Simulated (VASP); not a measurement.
A run of VASP 6.6.1:

The input INCAR:

```
SYSTEM = Co3O
ALGO = Normal ; DIPOL = 0.5 0.5 0.491
EDIFF = 1E-7 ; ENCUT = 520
GGA = PS ; IDIPOL = 3
ISIF = 2 ; ISMEAR = 0
ISPIN = 2 ; LASPH = .True.
LCHARG = .False. ; LDIPOL = .True.
LMAXMIX = 4 ; LORBIT = 11
LREAL = .False. ; LWAVE = .False.
MAGMOM = 1.94 1.89 1.94 2 ; NBANDS = 28
NELM = 150 ; PREC = Accurate
SIGMA = 0.1
```

File KPOINTS:

```
k-points
0
Gamma
  12 12 1
  0 0 0
```

The input POSCAR:

```
Co3O
1.0
    2.4564189030      0.0000000000      0.0000000000
   -1.2282094515      2.1273211723      0.0000000000
    0.0000000000      0.0000000000     22.9694710870
Co O
3 1
Direct
    0.6666666667      0.3333333333      0.3700564096
    0.3333333333      0.6666666667      0.4536443412
    0.6666666667      0.3333333333      0.5465462579
    0.0000000000      0.0000000000      0.5920944943
```

Potentials or basis: VASP PAW PBE potentials, release 64 (Co, O).

The run is started by

```bash
$ cat potpaw_PBE.64/Co/POTCAR potpaw_PBE.64/O/POTCAR > POTCAR
$ mpirun -np 1 vasp_std > vasp.out
```

Hardware: 1 thread of Intel Xeon 8259CL (shared host).

Q: How long does it take, and how much memory?

A: Run time: 12 min on 1 thread of Intel Xeon 8259CL, with other jobs on the host, peak memory 0.33 GiB. Counts: scf iterations 48, k points 19.
